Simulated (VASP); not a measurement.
Set up this calculation in VASP 6.6.1, as the native input.

- Task: single point
- Functional: r2SCAN
- Potentials or basis: VASP PAW PBE potentials, release 64 (Fe, Pt)
- Cutoff: 520 eV
- k mesh: 18 × 18 × 18
- Occupations: gaussian, width 0.1 eV
- Spin: no spin polarisation
- Dipole correction: no
- Further INCAR settings: ALGO = Normal; EDIFF = 1e-06; NBANDS = 16

The system is FePt.

```
CELL_PARAMETERS angstrom
-1.88293 -1.88293 -3.81393
-1.88293 -3.81393 -1.88293
-3.81393 -1.88293 -1.88293
ATOMIC_POSITIONS crystal
Fe 0.00000 0.00000 0.00000
Pt 0.50000 0.50000 0.50000
```

These files were run (other wordings do the same):

POSCAR

```
FePt
1.0
   -1.8829287838     -1.8829287838     -3.8139328512
   -1.8829287838     -3.8139328512     -1.8829287838
   -3.8139328512     -1.8829287838     -1.8829287838
Fe Pt
1 1
Direct
    0.0000000000      0.0000000000      0.0000000000
    0.5000000000      0.5000000000      0.5000000000
```

INCAR.step1

```
ALGO = Normal ; EDIFF = 1E-4
ENCUT = 520 ; GGA = PE
ISMEAR = 0 ; LASPH = T
LCHARG = F ; LREAL = F
LWAVE = T ; NBANDS = 16
NELM = 60 ; PREC = Accurate
SIGMA = 0.1
```

INCAR.step2

```
ALGO = Normal ; EDIFF = 1E-6
ENCUT = 520 ; ISIF = 2
ISMEAR = 0 ; ISTART = 1
LASPH = T ; LCHARG = F
LMIXTAU = T ; LREAL = F
LWAVE = F ; METAGGA = R2SCAN
NBANDS = 16 ; NELM = 60
PREC = Accurate ; SIGMA = 0.1
```

KPOINTS

```
k-points
0
Gamma
  18 18 18
```

Potentials or basis: VASP PAW PBE potentials, release 64 (Fe, Pt).

Command:

```bash
$ cat potpaw_PBE.64/Fe/POTCAR potpaw_PBE.64/Pt/POTCAR > POTCAR
$ cp INCAR.step1 INCAR
$ mpirun -np 1 vasp_std > vasp.out
$ cp INCAR.step2 INCAR
$ mpirun -np 1 vasp_std > vasp.out
```

It gave:

The pressure is -20.5 GPa. The band gap on the k mesh is zero (bands 9 and 10 overlap by 1.56 eV).

Caveat: the cell stands under tension; the PAW data sets were made with another functional, which shifts forces and pressure a little; spin-orbit coupling is left out, which moves the levels of the heavy elements; the run has no spin polarisation, though such a crystal can be magnetic.

Run time: 28 min on 1 thread of AMD EPYC 9R45 96-Core Processor (Zen 5) (shared host), peak memory 0.43 GiB.
